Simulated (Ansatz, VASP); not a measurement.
# WC in VASP and in Ansatz

```
W C
1.0
     0.00000    2.19268    2.19268
     2.19268    0.00000    2.19268
     2.19268    2.19268    0.00000
W C
1 1
Cartesian
  0.0027 -0.0036 -0.0025
  2.1521 2.2472 2.2304
```

Alike in both runs: task single point; functional r2SCAN; k mesh 4 × 4 × 4; occupations fermi-dirac, width 0.1 eV; no spin polarisation.

```csv
,VASP,Ansatz
version,VASP 6.6.1,Ansatz 0.2.0
potentials or method,"VASP PAW PBE potentials, release 64 (W_sv, C), cutoff 660 eV","plane waves, PAW"
valence electrons in the cell,18,18
```

Ansatz gave:

```
rms of the force components (eV/Å) : 0.412
```

Question: What did VASP give for the same quantities?

Answer: rms of the force components (eV/Å): 0.424.

VASP's potentials were made for PBE, not for r2SCAN. Atom by atom the forces differ by 0.012 eV/Å (rms over components).

The k mesh is coarse, so the values compare programs but aren't converged. Spin-orbit coupling is off throughout.
